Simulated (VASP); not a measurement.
Input of a VASP 6.6.1 run:

INCAR

```
SYSTEM = B4N3
PREC = Accurate
ENCUT = 520
EDIFF = 1E-7
ISMEAR = 0
SIGMA = 0.1
LREAL = .False.
LASPH = .True.
NELM = 80
ALGO = Normal
ISIF = 2
LWAVE = .False.
LCHARG = .True.
GGA = PE
LELF = .True.
LVHAR = .True.
NBANDS = 22
```

KPOINTS

```
Automatic mesh
0
Gamma
  8 8 8
  0 0 0
```

Contents of POSCAR:

```
B4N3
1.0
    3.6056927096      0.0000000000      0.0000000000
    0.0000000000      3.6056927096      0.0000000000
    0.0000000000      0.0000000000      3.6056927096
B N
4 3
Direct
    0.7386647501      0.2613352499      0.7386647501
    0.2613352499      0.7386647501      0.7386647501
    0.7386647501      0.7386647501      0.2613352499
    0.2613352499      0.2613352499      0.2613352499
    0.5000000000      0.5000000000      0.0000000000
    0.5000000000      0.0000000000      0.5000000000
    0.0000000000      0.5000000000      0.5000000000
```

Potentials or basis: VASP PAW PBE potentials, release 64 (B, N).

Run with:

```console
$ cat potpaw_PBE.64/B/POTCAR potpaw_PBE.64/N/POTCAR > POTCAR
$ mpirun -np 1 vasp_std > vasp.out
```

(1) What does it give for the largest force?

(2) Estimate the pressure.

## Answers

(1) 0.007 eV/Å.

(2) 0.2 GPa.
